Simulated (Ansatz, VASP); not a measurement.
# Two plane-wave programs on CdS4

```xyz
5
Lattice="4.8323 0.0000 0.0000 0.0000 4.8323 0.0000 0.0000 0.0000 5.0143" Properties=species:S:1:pos:R:3 pbc="T T T"
Cd    0.0000    0.0000    2.5071
S     0.0000    2.4161    0.9892
S     2.4161    0.0000    0.9892
S     0.0000    2.4161    4.0251
S     2.4161    0.0000    4.0251
```

Alike in both runs: functional PBE; k mesh 4 × 4 × 4; occupations gaussian, width 0.1 eV; no spin polarisation.

Ansatz relaxed the structure, and its values are those at the end. VASP's run is a single point on that final structure, the one shown.

|  | VASP | Ansatz |
| --- | --- | --- |
| version | VASP 6.6.1 | Ansatz 0.2.0 |
| potentials or method | VASP PAW PBE potentials, release 64 (Cd, S), cutoff 520 eV | scalar-relativistic, plane waves, PAW |
| valence electrons in the cell | 36 | 44 |

|  | VASP | Ansatz | Ansatz less VASP |
| --- | --- | --- | --- |
| gap on the k mesh at the Fermi level (eV) | none | none | - |
| pressure (GPa) | -0.2 | 0.0 | +0.22 |
| rms of the force components (eV/Å) | 0.096 | 0.000 | -0.0958 |

A gap of «none» marks a metal or a gap that the smearing closes. VASP's potentials hold 36 valence electrons a cell and Ansatz's 44, so a difference there can come from the potentials and not from the codes.
